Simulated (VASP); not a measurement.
Here is a VASP 6.6.1 calculation.

File INCAR:

```
ALGO     = Normal         # electronic algorithm
EDIFF    = 1E-7           # SCF threshold, eV
ENCUT    = 520            # plane-wave cutoff, eV
GGA      = PS             # functional
ISIF     = 2              # what is computed and relaxed
ISMEAR   = 0              # smearing method
LASPH    = True           # aspherical terms in the spheres
LCHARG   = False          # write CHGCAR
LREAL    = False          # projectors in reciprocal space
LWAVE    = False          # write WAVECAR
NBANDS   = 26             # bands
NELM     = 100            # most SCF steps
PREC     = Accurate       # precision mode
SIGMA    = 0.01           # smearing width, eV
```

Contents of KPOINTS:

```
k-points
0
Gamma
  9 9 6
```

POSCAR

```
ZnS
1.0
    3.8230000000      0.0000000000      0.0000000000
   -1.9115000000      3.3108151187      0.0000000000
    0.0000000000      0.0000000000      6.2610000000
Zn S
2 2
Direct
    0.3333333333      0.6666666667     -0.0092647676
    0.6666666667      0.3333333333      0.4907352324
    0.3333333333      0.6666666667      0.3842647676
    0.6666666667      0.3333333333      0.8842647676
```

Potentials or basis: VASP PAW PBE potentials, release 64 (Zn, S).

Run with:

```sh
$ cat potpaw_PBE.64/Zn/POTCAR potpaw_PBE.64/S/POTCAR > POTCAR
$ mpirun -np 1 vasp_std > vasp.out
```

What does it give for the largest force?

0.484 eV/Å.

What does it give for the band gap on the k mesh?

2.06 eV, direct.

Forces on the atoms (eV/Å):
```
Zn   0.000  0.000  0.484
Zn   0.000  0.000  0.484
S    0.000  0.000 -0.484
S    0.000  0.000 -0.484
```

Caveat: the PAW data sets were made with another functional, which shifts forces and pressure a little. PBEsol gaps usually lie below the measured ones, often by a third to a half.
